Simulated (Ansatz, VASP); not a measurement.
# Two plane-wave programs on Na

```
Na
1.0
     3.66087    0.00000    0.00000
    -1.83043    3.17040    0.00000
     0.00000    0.00000    5.97819
Na
2
Cartesian
  0.0000 2.1136 1.4945
  1.8304 1.0568 4.4836
```

Alike in both runs: task single point; functional r2SCAN; k mesh 11 × 11 × 6; occupations fermi-dirac, width 0.1 eV; no spin polarisation.

|  | VASP | Ansatz |
| --- | --- | --- |
| version | VASP 6.6.1 | Ansatz 0.2.0 |
| potentials or method | VASP PAW PBE potentials, release 64 (Na_pv), cutoff 520 eV | plane waves (500 eV) with PAW, scalar-relativistic |
| valence electrons in the cell | 14 | 18 |

```tsv
	VASP	Ansatz	Ansatz less VASP
pressure (GPa)	0.8	0.8	+0.01
traceless stress, the component that is largest in VASP (GPa)	0.13	0.14	+0.013
```

VASP's potentials were made for PBE, not for r2SCAN. VASP's potentials hold 14 valence electrons a cell and Ansatz's 18, so a difference there can come from the potentials and not from the codes.
